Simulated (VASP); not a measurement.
# I (Im-3m) in VASP: notebook

The runs below take I through single point, with r2SCAN.

Everything below comes from runs of VASP 6.6.1. Logs are shortened: lines on timing, memory, paths and dates and some standing lists are left out, and cuts for length are marked.

### 1 The cell of the first run

The structure is cubic, space group Im-3m (No. 229). Conventional cell: a = 4.179 Å, b = 4.179 Å, c = 4.179 Å, α = 90.00°, β = 90.00°, γ = 90.00°. I (site symmetry m-3m) has 14 I at 3.62 to 4.18 Å within 4.8 Å.

### 2 Single point, r2SCAN, non-collinear spin, zero start, spin-orbit coupling

Input file POSCAR:

```
I
1.0
   -2.0893754423      2.0893754423      2.0893754423
    2.0893754423     -2.0893754423      2.0893754423
    2.0893754423      2.0893754423     -2.0893754423
I
1
Direct
    0.0000000000      0.0000000000      0.0000000000
```

Input file INCAR.step1:

```
ALGO = Normal
EDIFF = 1E-4
ENCUT = 520
GGA = PE
GGA_COMPAT = F
ISMEAR = 0
LASPH = T
LCHARG = F
LREAL = F
LSORBIT = T
LWAVE = T
MAGMOM = 0 0 0
NBANDS = 18
NELM = 150
PREC = Accurate
SIGMA = 0.1
```

Input file INCAR.step2:

```
ALGO = Normal
EDIFF = 1E-7
ENCUT = 520
GGA_COMPAT = F
ISIF = 2
ISMEAR = 0
ISTART = 1
LASPH = T
LCHARG = T
LMIXTAU = T
LORBIT = 11
LORBMOM = T
LREAL = F
LSORBIT = T
LVHAR = T
LWAVE = F
MAGMOM = 0 0 0
METAGGA = R2SCAN
NBANDS = 18
NELM = 150
PREC = Accurate
SIGMA = 0.1
```

Input file KPOINTS:

```
k-points
0
Gamma
  12 12 12
```

Potentials or basis: VASP PAW PBE potentials, release 64 (I).

Started as:

```sh
cat potpaw_PBE.64/I/POTCAR > POTCAR
cp INCAR.step1 INCAR
mpirun -np 1 vasp_ncl > vasp.out
cp INCAR.step2 INCAR
mpirun -np 1 vasp_ncl > vasp.out
```

OUTCAR:

```text
EDIFF = 1E-7
   ENCUT = 520
   ISIF = 2
   ISMEAR = 0
   ISTART = 1
   LASPH = T
   LORBIT = 11
   LREAL = F
   LSORBIT = T
   METAGGA = R2SCAN
   NELM = 150
   PREC = Accurate

 ion  position               nearest neighbor table
   1  0.000  0.000  0.000-

  LATTYP: Found a body centered cubic cell.
 ALAT       =     4.1787508846

  Lattice vectors:

 A1 = (  -2.0893754423,   2.0893754423,   2.0893754423)
 A2 = (   2.0893754423,  -2.0893754423,   2.0893754423)
 A3 = (   2.0893754423,   2.0893754423,  -2.0893754423)

Analysis of symmetry for initial positions (statically):
=====================================================================
 Subroutine PRICEL returns:
 Original cell was already a primitive cell.

 Routine SETGRP: Setting up the symmetry group for a
 body centered cubic supercell.

 Subroutine GETGRP returns: Found 48 space group operations
 (whereof 48 operations were pure point group operations)
 out of a pool of 48 trial point group operations.

The static configuration has the point symmetry O_h .

Analysis of symmetry for dynamics (positions and initial velocities):
=====================================================================
 Subroutine PRICEL returns:
 Original cell was already a primitive cell.

 Routine SETGRP: Setting up the symmetry group for a
 body centered cubic supercell.

 Subroutine GETGRP returns: Found 48 space group operations
 (whereof 48 operations were pure point group operations)
 out of a pool of 48 trial point group operations.

The dynamic configuration has the point symmetry O_h .

Analysis of structural, dynamic, and magnetic symmetry:
=====================================================================
 Subroutine PRICEL returns:
 Original cell was already a primitive cell.

 Routine SETGRP: Setting up the symmetry group for a
 body centered cubic supercell.

 Subroutine GETGRP returns: Found 48 space group operations
 (whereof 48 operations were pure point group operations)
 out of a pool of 48 trial point group operations.

The overall configuration has the point symmetry O_h .

 Subroutine INISYM returns: Found 48 space group operations
 (whereof 48 operations are pure point group operations),
 and found     1 'primitive' translations

[... 149 lines left out ...]

 k-point     1 :       0.0000    0.0000    0.0000
  band No.  band energies     occupation
      1      -9.8598      1.00000
      2      -9.8598      1.00000
      3       3.7804      0.99135
      4       3.7804      0.99135
      5       5.1185      0.00000
      6       5.1185      0.00000
[... 481 lines left out ...]
      5       2.4387      1.00000
      6       2.4387      1.00000
[... 10 lines left out ...]
     17      18.2990      0.00000
     18      18.2990      0.00000

 [... further k-points ...]

------------------------ aborting loop because EDIFF is reached ----------------------------------------

  FORCE on cell =-STRESS in cart. coord.  units (eV):
  Direction    XX          YY          ZZ          XY          YZ          ZX
  --------------------------------------------------------------------------------------
  -------------------------------------------------------------------------------------
  Total        0.0816583      0.0816583      0.0816583     -0.0000000      0.0000000     -0.0000000
  in kB        3.5859261      3.5859261      3.5859261     -0.0000000      0.0000000     -0.0000000
  external PRESSURE =       3.5859261 kB  Pullay stress =       0.0000000 kB

 VOLUME and BASIS-vectors are now :
 -----------------------------------------------------------------------------
  energy-cutoff  :      520.00
  volume of cell :       36.48
      direct lattice vectors                 reciprocal lattice vectors
    -2.089375442  2.089375442  2.089375442     0.000000000  0.239305962  0.239305962
     2.089375442 -2.089375442  2.089375442     0.239305962  0.000000000  0.239305962
     2.089375442  2.089375442 -2.089375442     0.239305962  0.239305962  0.000000000

 POSITION                                       TOTAL-FORCE (eV/Angst)
 -----------------------------------------------------------------------------------
      0.00000      0.00000      0.00000        -0.000000      0.000000     -0.000000
 -----------------------------------------------------------------------------------
    total drift:                               -0.000000      0.000000     -0.000000

  FREE ENERGIE OF THE ION-ELECTRON SYSTEM (eV)
  ---------------------------------------------------
  free  energy   TOTEN  =       -24.2933270419 eV

  energy  without entropy=      -24.2811964681  energy(sigma->0) =      -24.28726175

 orbital moment (x)

 # of ion     p       d       tot
 ----------------------------------------
  1         0.000   0.000   0.000
 ----------------------------------------
            0.000   0.000   0.000

 orbital moment (y)

 # of ion     p       d       tot
 ----------------------------------------
  1        -0.000  -0.000  -0.000
 ----------------------------------------
           -0.000  -0.000  -0.000

 orbital moment (z)

 # of ion     p       d       tot
 ----------------------------------------
  1         0.000   0.000   0.000
 ----------------------------------------
            0.000   0.000   0.000

 Spin-Orbit-Coupling matrix elements

 Ion:    1  E_soc:     -0.4500550
 l=   1
     0.0000000    -0.0749445    -0.0749445
    -0.0749445     0.0000000    -0.0749445
    -0.0749445    -0.0749445     0.0000000
 l=   2
     0.0000000    -0.0000178     0.0000000    -0.0000178    -0.0000469
    -0.0000178     0.0000000    -0.0000352    -0.0000178    -0.0000117
     0.0000000    -0.0000352     0.0000000    -0.0000352     0.0000000
    -0.0000178    -0.0000178    -0.0000352     0.0000000    -0.0000117
    -0.0000469    -0.0000117     0.0000000    -0.0000117     0.0000000
 l=   3
     0.0000000     0.0000000     0.0000000     0.0000000     0.0000000     0.0000000     0.0000000
     0.0000000     0.0000000     0.0000000     0.0000000     0.0000000     0.0000000     0.0000000
     0.0000000     0.0000000     0.0000000     0.0000000     0.0000000     0.0000000     0.0000000
     0.0000000     0.0000000     0.0000000     0.0000000     0.0000000     0.0000000     0.0000000
     0.0000000     0.0000000     0.0000000     0.0000000     0.0000000     0.0000000     0.0000000
     0.0000000     0.0000000     0.0000000     0.0000000     0.0000000     0.0000000     0.0000000
     0.0000000     0.0000000     0.0000000     0.0000000     0.0000000     0.0000000     0.0000000

 total charge

# of ion       s       p       d       tot
------------------------------------------
    1        1.548   2.634   0.018   4.200

 magnetization (x)

# of ion       s       p       d       tot
------------------------------------------
    1       -0.000   0.000   0.000   0.000

 magnetization (y)

# of ion       s       p       d       tot
------------------------------------------
    1        0.000  -0.000  -0.000  -0.000

 magnetization (z)

# of ion       s       p       d       tot
------------------------------------------
    1        0.000   0.000   0.000   0.000
```

OSZICAR.step1:

```text
N       E                     dE             d eps       ncg     rms          rms(c)
DAV:   1     0.279806097127E+02    0.27981E+02   -0.24778E+03  2592   0.614E+02
DAV:   2     0.454190025765E+00   -0.27526E+02   -0.25806E+02  3634   0.110E+02
DAV:   3    -0.127475463550E+01   -0.17289E+01   -0.16927E+01  3322   0.269E+01
DAV:   4    -0.130062576957E+01   -0.25871E-01   -0.25858E-01  3352   0.398E+00
DAV:   5    -0.130109259465E+01   -0.46683E-03   -0.46681E-03  3190   0.487E-01    0.414E+00
DAV:   6    -0.130227603294E+01   -0.11834E-02   -0.60785E-04  3242   0.180E-01    0.251E+00
DAV:   7    -0.130298567608E+01   -0.70964E-03   -0.35265E-04  3018   0.138E-01    0.135E+00
DAV:   8    -0.130324362509E+01   -0.25795E-03   -0.18886E-04  2918   0.103E-01    0.359E-02
DAV:   9    -0.130325545960E+01   -0.11835E-04   -0.65375E-06  1570   0.193E-02
   1 F= -.13032555E+01 E0= -.12970739E+01  d E =-.123630E-01  mag=    -0.0000     0.0000     0.0000
```

Wall time 6.7 min (1 thread of Intel Xeon 6975P-C (Granite Rapids), shared host); peak memory 0.31 GiB.

What came out:

| Property | Result |
| --- | --- |
| Free energy | -24.2933 eV |
| Pressure | 0.4 GPa |
| Net moment | 0.00 μB per cell |
| Valence electrons inside the program's atomic spheres | I 4.20 |

Moments on the atoms (μB; x, y, z):
```
I   0.00 0.00 0.00
```

Caveat: the PAW data sets were made with another functional, which shifts forces and pressure a little.

### 3 Single point, r2SCAN, non-collinear spin, zero start, spin-orbit coupling

POSCAR is that of step 2.

Input file INCAR.step1:

```
ALGO     = Normal         # electronic algorithm
EDIFF    = 1E-4           # SCF threshold, eV
ENCUT    = 520            # plane-wave cutoff, eV
GGA      = PE             # functional
GGA_COMPAT= False        
ISMEAR   = 0              # smearing method
LASPH    = True           # aspherical terms in the spheres
LCHARG   = False          # write CHGCAR
LREAL    = False          # projectors in reciprocal space
LSORBIT  = True           # spin-orbit coupling
LWAVE    = True           # write WAVECAR
MAGMOM   = 0 0 0          # initial moments
NBANDS   = 18             # bands
NELM     = 150            # most SCF steps
PREC     = Accurate       # precision mode
SIGMA    = 0.1            # smearing width, eV
```

Input file INCAR.step2:

```
ALGO     = Normal         # electronic algorithm
EDIFF    = 1E-6           # SCF threshold, eV
ENCUT    = 520            # plane-wave cutoff, eV
GGA_COMPAT= False        
ISIF     = 2              # what is computed and relaxed
ISMEAR   = 0              # smearing method
ISTART   = 1            
LASPH    = True           # aspherical terms in the spheres
LCHARG   = False          # write CHGCAR
LMIXTAU  = True         
LORBIT   = 11             # projections on sites
LORBMOM  = True         
LREAL    = False          # projectors in reciprocal space
LSORBIT  = True           # spin-orbit coupling
LWAVE    = False          # write WAVECAR
MAGMOM   = 0 0 0          # initial moments
METAGGA  = R2SCAN         # meta-GGA
NBANDS   = 18             # bands
NELM     = 150            # most SCF steps
PREC     = Accurate       # precision mode
SIGMA    = 0.1            # smearing width, eV
```

Input file KPOINTS:

```
k-points
0
Gamma
  15 15 15
```

Potentials or basis: VASP PAW PBE potentials, release 64 (I).

Started as:

```sh
cat potpaw_PBE.64/I/POTCAR > POTCAR
cp INCAR.step1 INCAR
mpirun -np 1 vasp_ncl > vasp.out
cp INCAR.step2 INCAR
mpirun -np 1 vasp_ncl > vasp.out
```

OUTCAR:

```text
EDIFF = 1E-6
   ENCUT = 520
   ISIF = 2
   ISMEAR = 0
   ISTART = 1
   LASPH = True
   LORBIT = 11
   LREAL = False
   LSORBIT = True
   METAGGA = R2SCAN
   NELM = 150
   PREC = Accurate

 ion  position               nearest neighbor table
   1  0.000  0.000  0.000-

  LATTYP: Found a body centered cubic cell.
 ALAT       =     4.1787508846

  Lattice vectors:

 A1 = (  -2.0893754423,   2.0893754423,   2.0893754423)
 A2 = (   2.0893754423,  -2.0893754423,   2.0893754423)
 A3 = (   2.0893754423,   2.0893754423,  -2.0893754423)

Analysis of symmetry for initial positions (statically):
=====================================================================
 Subroutine PRICEL returns:
 Original cell was already a primitive cell.
[... 749 lines left out ...]
  1         0.000   0.000   0.000
 ----------------------------------------
            0.000   0.000   0.000

 Spin-Orbit-Coupling matrix elements

 Ion:    1  E_soc:     -0.4481398
 l=   1
     0.0000000    -0.0746248    -0.0746248
    -0.0746248     0.0000000    -0.0746248
    -0.0746248    -0.0746248     0.0000000
 l=   2
     0.0000000    -0.0000169     0.0000000    -0.0000169    -0.0000483
    -0.0000169     0.0000000    -0.0000362    -0.0000169    -0.0000121
     0.0000000    -0.0000362     0.0000000    -0.0000362     0.0000000
    -0.0000169    -0.0000169    -0.0000362     0.0000000    -0.0000121
    -0.0000483    -0.0000121     0.0000000    -0.0000121     0.0000000
 l=   3
     0.0000000     0.0000000     0.0000000     0.0000000     0.0000000     0.0000000     0.0000000
     0.0000000     0.0000000     0.0000000     0.0000000     0.0000000     0.0000000     0.0000000
     0.0000000     0.0000000     0.0000000     0.0000000     0.0000000     0.0000000     0.0000000
     0.0000000     0.0000000     0.0000000     0.0000000     0.0000000     0.0000000     0.0000000
     0.0000000     0.0000000     0.0000000     0.0000000     0.0000000     0.0000000     0.0000000
     0.0000000     0.0000000     0.0000000     0.0000000     0.0000000     0.0000000     0.0000000
     0.0000000     0.0000000     0.0000000     0.0000000     0.0000000     0.0000000     0.0000000

 total charge

# of ion       s       p       d       tot
------------------------------------------
    1        1.548   2.633   0.019   4.199

 magnetization (x)

# of ion       s       p       d       tot
------------------------------------------
    1       -0.000   0.000   0.000  -0.000

 magnetization (y)

# of ion       s       p       d       tot
------------------------------------------
    1       -0.000  -0.000  -0.000  -0.000

 magnetization (z)

# of ion       s       p       d       tot
------------------------------------------
    1        0.000   0.000   0.000   0.000
```

OUTCAR.step1:

```text
EDIFF = 1E-4
   ENCUT = 520
   GGA = PE
   ISMEAR = 0
   LASPH = True
   LREAL = False
   LSORBIT = True
   NELM = 150
[... 763 lines left out ...]
     0.0000000     0.0000000     0.0000000     0.0000000     0.0000000     0.0000000     0.0000000
     0.0000000     0.0000000     0.0000000     0.0000000     0.0000000     0.0000000     0.0000000
     0.0000000     0.0000000     0.0000000     0.0000000     0.0000000     0.0000000     0.0000000
     0.0000000     0.0000000     0.0000000     0.0000000     0.0000000     0.0000000     0.0000000
     0.0000000     0.0000000     0.0000000     0.0000000     0.0000000     0.0000000     0.0000000

=======================================================================

 ========================================================
```

Run time: 11 min. Hardware: 1 thread of Intel Xeon 6975P-C (Granite Rapids), shared host; peak memory 0.35 GiB.

Results:

```yaml
Free_energy: -24.2963 eV
Pressure: 0.3 GPa
Net_moment: 0.00 μB per cell
Valence_electrons_inside_the_program's_atomic_spheres: I 4.20
```

Moments on the atoms (μB; x, y, z):
```
I   0.00 0.00 0.00
```

Caveat: the PAW data sets were made with another functional, which shifts forces and pressure a little.
